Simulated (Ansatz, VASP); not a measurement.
InP in VASP and in Ansatz

File INCAR:

```
PREC = Accurate
ENCUT = 520
EDIFF = 1E-6
ISMEAR = 0
SIGMA = 0.01
LREAL = F
LASPH = T
NELM = 80
ALGO = Normal
ISIF = 2
LWAVE = F
LCHARG = T
GGA = CA
LELF = T
LVHAR = T
NBANDS = 16
```

KPOINTS

```
Automatic mesh
0
Gamma
  8 8 8
```

File POSCAR:

```
InP
1.0
    0.0000000000      2.9538132889      2.9538132889
    2.9538132889      0.0000000000      2.9538132889
    2.9538132889      2.9538132889      0.0000000000
In P
1 1
Direct
    0.0000000000      0.0000000000      0.0000000000
    0.2500000000      0.2500000000      0.2500000000
```

Input for Ansatz:

```yaml
crystal:
  lattice:
    - [0.0, 2.9538132889, 2.9538132889]
    - [2.9538132889, 0.0, 2.9538132889]
    - [2.9538132889, 2.9538132889, 0.0]
  atoms:
    - { symbol: In, position: [0.0, 0.0, 0.0] }
    - { symbol: P, position: [0.25, 0.25, 0.25] }
kpoints:
  mp_grid: { grid: [8, 8, 8] }
  band_path:
    path:
      - [0.0, 0.0, 0.0]
      - [-0.5, -0.5, 0.0]
      - [-0.375, -0.375, 0.25]
      - [-0.375, 0.0, 0.375]
      - [0.0, 0.0, 0.5]
      - [-0.5, -0.25, 0.25]
    npoints: 1
hamiltonian:
  xc: lda
scf:
  occupations: { method: fixed }
  n_extra_bands: 4
output:
  forces: true
  stress: true
  eigenvalues: true
```

Alike in both runs: task single point; functional LDA; k mesh 8 × 8 × 8; no spin polarisation.

|  | VASP | Ansatz |
| --- | --- | --- |
| version | VASP 6.6.1 | Ansatz 0.2.0 |
| potentials or method | VASP PAW LDA potentials, release 64 (In_d, P) | plane waves, PAW |
| plane-wave cutoff (eV) | 520 | 420 |
| occupations | gaussian, width 0.01 eV | fixed |
| valence electrons in the cell | 18 | 18 |

|  | VASP | Ansatz | Ansatz less VASP |
| --- | --- | --- | --- |
| gap on the k mesh at the Fermi level (eV) | 0.38 | 0.35 | -0.029 |
| pressure (GPa) | -2.7 | -2.7 | -0.01 |

LDA's correlation is that of Perdew and Zunger in VASP and of Perdew and Wang (1992) in Ansatz.
